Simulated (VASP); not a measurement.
# MgO: single point with r2SCAN

The system is MgO.

```xyz
2
Lattice="0.0000 2.1351 2.1351 2.1351 0.0000 2.1351 2.1351 2.1351 0.0000" Properties=species:S:1:pos:R:3 pbc="T T T"
Mg    0.0000    0.0000    0.0000
O     2.1440    2.1440    2.1351
```

This cell differs from its parent crystal: all O atoms moved +0.013 Å, as atom 2 along Cartesian [1 1 0].

```
Program             : VASP 6.6.1
Task                : single point
Functional          : r2SCAN
Potentials or basis : VASP PAW PBE potentials, release 64 (Mg, O)
Cutoff              : 520 eV
k mesh              : 10 × 10 × 10
Occupations         : gaussian, width 0.05 eV
Spin                : no spin polarisation
```

* Pressure: -8.2 GPa
* Largest force: 0.056 eV/Å
* Band gap on the k mesh: 5.20 eV, direct

Forces on the atoms (eV/Å):
```
Mg   0.040  0.040  0.000
O   -0.040 -0.040  0.000
```

Levels at points of the mesh, in eV from the valence-band top:
| k point | band 1 | band 2 | band 3 | band 4 | band 5 | band 6 | band 7 | band 8 |
| --- | --- | --- | --- | --- | --- | --- | --- | --- |
| (0.00, 0.00, 0.00) | -18.00 | 0.00 | 0.00 | 0.00 | 5.20 | 16.59 | 16.59 | 16.59 |
| (0.50, 0.00, 0.00) | -16.85 | -4.43 | -0.63 | -0.63 | 8.53 | 13.32 | 16.99 | 16.99 |
| (0.00, 0.00, 0.50) | -16.85 | -4.43 | -0.63 | -0.63 | 8.53 | 13.32 | 16.99 | 16.99 |
| (0.50, 0.50, 0.00) | -16.61 | -3.93 | -1.32 | -1.32 | 9.97 | 10.60 | 13.83 | 19.72 |
| (0.00, 0.50, 0.50) | -16.61 | -3.93 | -1.32 | -1.32 | 9.97 | 10.60 | 13.83 | 19.72 |

Run time: 54 s on 1 thread of Intel(R) Xeon(R) 6975P-C (Granite Rapids) (shared host), peak memory 0.17 GiB.

Caveat: the cell differs from its parent crystal (all O atoms moved +0.013 Å, as atom 2 along Cartesian [1 1 0]); the PAW data sets were made with another functional, which shifts forces and pressure a little.
